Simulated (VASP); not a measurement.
**HfO2: single point with PBEsol**

HfO2:

```
Hf O
1.0
     0.00000    2.52230    2.52230
     2.52230    0.00000    2.52230
     2.52230    2.52230    0.00000
Hf O
1 2
Direct
  0.00000 0.00000 0.00000
  0.25000 0.25000 0.25000
  0.75000 0.75000 0.75000
```

```json
{"Program": "VASP 6.6.1", "Task": "single point", "Functional": "PBEsol", "Potentials or basis": "VASP PAW PBE potentials, release 64 (Hf_pv, O)", "Cutoff": "600 eV", "k mesh": "8 × 8 × 8", "Occupations": "gaussian, width 0.02 eV", "Spin": "no spin polarisation"}
```

```json
{
 "Pressure": "-4.0 GPa",
 "Band gap on the k mesh": "3.71 eV"
}
```

Levels at points of the mesh, in eV from the valence-band top:
| k point | band 8 | band 9 | band 10 | band 11 | band 12 | band 13 | band 14 | band 15 |
| --- | --- | --- | --- | --- | --- | --- | --- | --- |
| (0.00, 0.00, 0.00) | -5.49 | -0.62 | -0.62 | -0.62 | 3.82 | 3.82 | 5.77 | 10.61 |
| (0.50, 0.00, 0.00) | -3.11 | -2.81 | -1.87 | -1.87 | 4.58 | 4.58 | 7.10 | 8.89 |
| (0.50, 0.50, 0.00) | -3.54 | -1.57 | -1.57 | 0.00 | 3.71 | 5.51 | 6.73 | 8.27 |

It took 38 s on 1 thread of Intel Xeon 8259CL, with other jobs on the host, peak memory 0.17 GiB.

Caveat: the cell stands under tension; the PAW data sets were made with another functional, which shifts forces and pressure a little; spin-orbit coupling is left out, which moves the levels of the heavy elements. A k mesh can miss the band edges.
